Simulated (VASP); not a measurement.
# In in VASP: notebook

The runs below take In through single point, with PBE.

All numbers are computed with VASP 6.6.1; they aren't measurements. Logs are shortened: lines on timing, memory, paths and dates and some standing lists are left out, and cuts for length are marked.

### 1 The cell of the first run

The cell holds a slab with vacuum, 8 atoms: a = 3.390 Å, b = 4.785 Å, c = 26.866 Å, α = 90.00°, β = 90.00°, γ = 90.00°.

### 2 Single point, PBE

Input file INCAR:

```
SYSTEM = In
ALGO     = Normal         ! electronic algorithm
DIPOL    = 0.5 0.5 0.500
EDIFF    = 1E-7           ! SCF threshold, eV
ENCUT    = 520            ! plane-wave cutoff, eV
GGA      = PE             ! functional
IDIPOL   = 3            
ISIF     = 2              ! what is computed and relaxed
ISMEAR   = 0              ! smearing method
LASPH    = .True.         ! aspherical terms in the spheres
LCHARG   = .True.         ! write CHGCAR
LDIPOL   = .True.       
LELF     = .True.         ! ELF
LREAL    = .False.        ! projectors in reciprocal space
LVACPOTAV= .True.       
LVHAR    = .True.       
LWAVE    = .False.        ! write WAVECAR
NBANDS   = 62             ! bands
NELM     = 100            ! most SCF steps
PREC     = Accurate       ! precision mode
SIGMA    = 0.1            ! smearing width, eV
```

Input file KPOINTS:

```
k-points
0
Gamma
  10 7 1
  0 0 0
```

Input file POSCAR:

```
In
1.0
    3.3901944856      0.0000000000      0.0000000000
    0.0000000000      4.7845007580      0.0000000000
    0.0000000000      0.0000000000     26.8656806996
In
8
Direct
    0.5000000000      0.5000000000      0.2838256012
    0.0000000000      0.0000000000      0.3415620011
    0.5000000000      0.5000000000      0.4078988516
    0.0000000000      0.0000000000      0.4675635198
    0.5000000000      0.5000000000      0.5324364812
    0.0000000000      0.0000000000      0.5921011490
    0.5000000000      0.5000000000      0.6584379973
    0.0000000000      0.0000000000      0.7161743989
```

Potentials or basis: VASP PAW PBE potentials, release 64 (In_d).

Command:

```sh
cat potpaw_PBE.64/In_d/POTCAR > POTCAR
mpirun -np 1 vasp_std > vasp.out
```

OUTCAR:

```text
SYSTEM = In
   EDIFF = 1E-7
   ENCUT = 520
   GGA = PE
   ISIF = 2
   ISMEAR = 0
   LASPH = .True.
   LREAL = .False.
   NELM = 100
   PREC = Accurate

 ion  position               nearest neighbor table
   1  0.500  0.500  0.284-   2 3.32   2 3.32   2 3.32   2 3.32   3 3.33
   2  0.000  0.000  0.342-   1 3.32   1 3.32   1 3.32   1 3.32   4 3.39   3 3.43   3 3.43   3 3.43
                             3 3.43
   3  0.500  0.500  0.408-   1 3.33   4 3.34   4 3.34   4 3.34   4 3.34   5 3.35   2 3.43   2 3.43
                             2 3.43   2 3.43
   4  0.000  0.000  0.468-   3 3.34   3 3.34   3 3.34   3 3.34   6 3.35   2 3.39   5 3.41   5 3.41
                             5 3.41   5 3.41
   5  0.500  0.500  0.532-   6 3.34   6 3.34   6 3.34   6 3.34   3 3.35   7 3.39   4 3.41   4 3.41
                             4 3.41   4 3.41
   6  0.000  0.000  0.592-   8 3.33   5 3.34   5 3.34   5 3.34   5 3.34   4 3.35   7 3.43   7 3.43
                             7 3.43   7 3.43
   7  0.500  0.500  0.658-   8 3.32   8 3.32   8 3.32   8 3.32   5 3.39   6 3.43   6 3.43   6 3.43
                             6 3.43
   8  0.000  0.000  0.716-   7 3.32   7 3.32   7 3.32   7 3.32   6 3.33

  LATTYP: Found a simple orthorhombic cell.
 ALAT       =     3.3901944856
 B/A-ratio  =     1.4112761903
 C/A-ratio  =     7.9245249244

  Lattice vectors:

 A1 = (   3.3901944856,   0.0000000000,   0.0000000000)
 A2 = (   0.0000000000,   4.7845007580,   0.0000000000)
 A3 = (   0.0000000000,   0.0000000000,  26.8656806996)

Analysis of symmetry for initial positions (statically):
=====================================================================
 Subroutine PRICEL returns:
 Original cell was already a primitive cell.

 Routine SETGRP: Setting up the symmetry group for a
 simple orthorhombic supercell.

 Subroutine GETGRP returns: Found  8 space group operations
 (whereof  4 operations were pure point group operations)
 out of a pool of  8 trial point group operations.

The static configuration has the point symmetry C_2v.
 The point group associated with its full space group is D_2h.

Analysis of symmetry for dynamics (positions and initial velocities):
=====================================================================
 Subroutine PRICEL returns:
 Original cell was already a primitive cell.

 Routine SETGRP: Setting up the symmetry group for a
 simple orthorhombic supercell.

 Subroutine GETGRP returns: Found  8 space group operations
 (whereof  4 operations were pure point group operations)
 out of a pool of  8 trial point group operations.

The dynamic configuration has the point symmetry C_2v.
 The point group associated with its full space group is D_2h.

 Subroutine INISYM returns: Found  8 space group operations
 (whereof  4 operations are pure point group operations),
 and found     1 'primitive' translations

----------------------------------------------------------------------------------------

                                     Primitive cell

  volume of cell :     435.7718

  direct lattice vectors                    reciprocal lattice vectors
     3.390194486  0.000000000  0.000000000     0.294968328  0.000000000  0.000000000
     0.000000000  4.784500758  0.000000000     0.000000000  0.209008223  0.000000000
     0.000000000  0.000000000 26.865680700     0.000000000  0.000000000  0.037222210

  length of vectors
     3.390194486  4.784500758 26.865680700     0.294968328  0.209008223  0.037222210

  position of ions in fractional coordinates (direct lattice)
     0.500000000  0.500000000  0.283825601
     0.000000000  0.000000000  0.341562001
     0.500000000  0.500000000  0.407898852
     0.000000000  0.000000000  0.467563520
     0.500000000  0.500000000  0.532436481
     0.000000000  0.000000000  0.592101149
     0.500000000  0.500000000  0.658437997
     0.000000000  0.000000000  0.716174399

  ion indices of the primitive-cell ions
   primitive index   ion index
                 1           1
                 2           2
                 3           3
                 4           4
                 5           5
                 6           6
                 7           7
                 8           8

----------------------------------------------------------------------------------------

 KPOINTS: k-points

Automatic generation of k-mesh.
 Grid dimensions read from file:
 generate k-points for:   10    7    1

 Generating k-lattice:

  Cartesian coordinates                     Fractional coordinates (reciprocal lattice)
     0.029496833  0.000000000  0.000000000     0.100000000  0.000000000  0.000000000
     0.000000000  0.029858318  0.000000000     0.000000000  0.142857143  0.000000000
     0.000000000  0.000000000  0.037222210     0.000000000  0.000000000  1.000000000

  Length of vectors
     0.029496833  0.029858318  0.037222210

  Shift w.r.t. Gamma in fractional coordinates (k-lattice)
     0.000000000  0.000000000  0.000000000

 Subroutine IBZKPT returns following result:
 ===========================================

 Found     24 irreducible k-points:

 Following reciprocal coordinates:
            Coordinates               Weight
  0.000000  0.000000  0.000000      1.000000
  0.100000  0.000000  0.000000      2.000000
  0.200000  0.000000  0.000000      2.000000
  0.300000  0.000000  0.000000      2.000000
  0.400000  0.000000  0.000000      2.000000
  0.500000  0.000000  0.000000      1.000000
[... 16 lines left out ...]
  0.400000  0.428571  0.000000      4.000000
  0.500000  0.428571  0.000000      2.000000
   k-points           NKPTS =     24   k-points in BZ     NKDIM =     24   number of bands    NBANDS=     62
   number of dos      NEDOS =    301   number of ions     NIONS =      8
   total plane-waves  NPLWV = 201600
   dimension x,y,z NGX =    28 NGY =   36 NGZ =  200
   dimension x,y,z NGXF=    56 NGYF=   72 NGZF=  400
   ions per type =               8
   NGX,Y,Z   is equivalent  to a cutoff of  13.73, 12.51, 12.38 a.u.
   NGXF,Y,Z  is equivalent  to a cutoff of  27.46, 25.02, 24.75 a.u.
 SYSTEM =  In
   PREC   = accura    normal or accurate (medium, high low for compatibility)
   ISTART =      0    job   : 0-new  1-cont  2-samecut
   ICHARG =      2    charge: 1-file 2-atom 10-const
   ISPIN  =      1    spin polarized calculation?
   LNONCOLLINEAR =      F non collinear calculations
   LSORBIT =      F    spin-orbit coupling
   LASPH  =      T    aspherical Exc in radial PAW
   ENCUT  =  520.0 eV  38.22 Ry    6.18 a.u.   6.30  8.90 49.95*2*pi/ulx,y,z
   NELM   =    100;   NELMIN=  2; NELMDL= -5     # of ELM steps
   EDIFF  = 0.1E-06   stopping-criterion for ELM
   LREAL  =      F    real-space projection
   EDIFFG = 0.1E-05   stopping-criterion for IOM
   NSW    =      0    number of steps for IOM
   IBRION =     -1    ionic relax: 0-MD 1-quasi-New 2-CG
   NFREE  =      0    steps in history (QN), initial steepest desc. (CG)
   ISIF   =      2    stress and relaxation
   ISYM   =      2    0-nonsym 1-usesym 2-fastsym
   POTIM  = 0.5000    time-step for ionic-motion
   TEBEG  =    0.0;   TEEND  =   0.0 temperature during run
   PSTRESS=    0.0 pullay stress
   NELECT =     104.0000    total number of electrons
   NUPDOWN=      -1.0000    fix difference up-down
   EMIN   =  10.00;   EMAX   =-10.00  energy-range for DOS
   EFERMI =   0.00;   METHOD = LEGACY
   ISMEAR =     0;   SIGMA  =   0.10  broadening in eV -4-tet -1-fermi 0-gaus
   EFERMI_NEDOS =   21; number of points for ismear=-14 and -15
   IALGO  =     38    algorithm
   IMIX   =      4    mixing-type and parameters
     AMIX     =   0.40;   BMIX     =  1.00
     AMIX_MAG =   1.60;   BMIX_MAG =  1.00
  volume/ion in A,a.u.               =      54.47       367.59
  Fermi-wavevector in a.u.,A,eV,Ry     =   1.015468  1.918956 14.029991  1.031175
  Thomas-Fermi vector in A             =   2.148756
   LORBIT       =      0    0 simple, 1 ext, 2 COOP (PROOUT), +10 PAW based schemes
   GGA     = PE    functional components
   LHFCALC =     F    Hartree Fock is set to
   AEXX    =    0.0000 exact exchange contribution
   IVDW    =     0    specifies the selected vdW correction
   LEPSILON=     F    determine dielectric tensor
   LRPA    =     F    only Hartree local field effects (RPA)
 non-spin polarized calculation
 Gauss-broadening in eV      SIGMA  =   0.10
  energy-cutoff  :      520.00
  volume of cell :      435.77
 maximum number of plane-waves:     11787
 NGX is ok and might be reduce to    28
   NGX = 13   NGY = 17   NGZ = 99

 dipolmoment           0.000000      0.000000     -0.000000 electrons x Angstroem

 number of electron     104.0000023 magnetization

 dipolmoment           0.000000      0.000000      0.000000 electrons x Angstroem

 Free energy of the ion-electron system (eV)
  ---------------------------------------------------
  ext. energy  EPLUGINS =         0.00000000
  ---------------------------------------------------
  free energy    TOTEN  =       -19.70628135 eV

  energy without entropy =      -19.67642794  energy(sigma->0) =      -19.69135464

 E-fermi :   1.6415     XC(G=0):  -5.6652

 val. band max:        1.6398825146   @ k =   0.0000   0.1429   0.0000
 cond. band min:       1.6533861661   @ k =   0.0000   0.0000   0.0000
 fundamental gap:      0.0135036515
 Fermi energy:         1.6415097191

 k-point     1 :       0.0000    0.0000    0.0000
  band No.  band energies     occupation
      1     -13.1263      2.00000
      2     -13.0868      2.00000
      3     -13.0465      2.00000
      4     -13.0438      2.00000
      5     -12.9967      2.00000
      6     -12.9940      2.00000
[... 54 lines left out ...]
     61       5.7070      0.00000
     62       5.7256      0.00000

 k-point     2 :       0.1000    0.0000    0.0000
  band No.  band energies     occupation
      1     -13.1039      2.00000
      2     -13.0598      2.00000
      3     -13.0324      2.00000
      4     -13.0216      2.00000
      5     -12.9932      2.00000
      6     -12.9930      2.00000
[... 1419 lines left out ...]
     61       4.4751      0.00000
     62       4.7251      0.00000

 k-point    24 :       0.5000    0.4286    0.0000
  band No.  band energies     occupation
      1     -13.0004      2.00000
      2     -13.0004      2.00000
      3     -12.9872      2.00000
      4     -12.9872      2.00000
      5     -12.9804      2.00000
      6     -12.9804      2.00000
[... 54 lines left out ...]
     61       3.9648      0.00000
     62       3.9648      0.00000

------------------------ aborting loop because EDIFF is reached ----------------------------------------

  FORCE on cell =-STRESS in cart. coord.  units (eV):
  Direction    XX          YY          ZZ          XY          YZ          ZX
  --------------------------------------------------------------------------------------
  -------------------------------------------------------------------------------------
  Total       -2.0043419     -1.0649334     -0.0646189      0.0000000      0.0000000      0.0000000
  in kB       -7.3692501     -3.9153804     -0.2375807      0.0000000      0.0000000      0.0000000
  external PRESSURE =      -3.8407371 kB  Pullay stress =       0.0000000 kB

 VOLUME and BASIS-vectors are now :
 -----------------------------------------------------------------------------
  energy-cutoff  :      520.00
  volume of cell :      435.77
      direct lattice vectors                 reciprocal lattice vectors
     3.390194486  0.000000000  0.000000000     0.294968328  0.000000000  0.000000000
     0.000000000  4.784500758  0.000000000     0.000000000  0.209008223  0.000000000
     0.000000000  0.000000000 26.865680700     0.000000000  0.000000000  0.037222210

 POSITION                                       TOTAL-FORCE (eV/Angst)
 -----------------------------------------------------------------------------------
      1.69510      2.39225      7.62517         0.000000      0.000000      0.001317
      0.00000      0.00000      9.17630         0.000000      0.000000     -0.000112
      1.69510      2.39225     10.95848         0.000000      0.000000     -0.004128
      0.00000      0.00000     12.56141         0.000000      0.000000     -0.003819
      1.69510      2.39225     14.30427         0.000000      0.000000      0.003819
      0.00000      0.00000     15.90720         0.000000      0.000000      0.004128
      1.69510      2.39225     17.68938         0.000000      0.000000      0.000112
      0.00000      0.00000     19.24051         0.000000      0.000000     -0.001317
 -----------------------------------------------------------------------------------
    total drift:                                0.000000      0.000000      0.000008

  FREE ENERGIE OF THE ION-ELECTRON SYSTEM (eV)
  ---------------------------------------------------
  free  energy   TOTEN  =       -19.7062813499 eV

  energy  without entropy=      -19.6764279386  energy(sigma->0) =      -19.69135464

 vacuum level on the upper side and lower side of the slab         5.479         5.479
```

Run time: 14 min. Hardware: 1 thread of Intel Xeon 6975P-C (Granite Rapids), shared host; peak memory 0.7 GiB.

What came out:

* Free energy: -19.7063 eV
* Largest force: 0.004 eV/Å
* Band gap on the k mesh: zero (bands 52 and 53 overlap by 1.76 eV)

Forces in eV/Å, atoms in the order of the input:
```
In   0.000  0.000  0.001
In   0.000  0.000  0.000
In   0.000  0.000 -0.004
In   0.000  0.000 -0.004
In   0.000  0.000  0.004
In   0.000  0.000  0.004
In   0.000  0.000  0.000
In   0.000  0.000 -0.001
```

Caveat: spin-orbit coupling is left out, which moves the levels of the heavy elements.

[end of part 1 of 2]
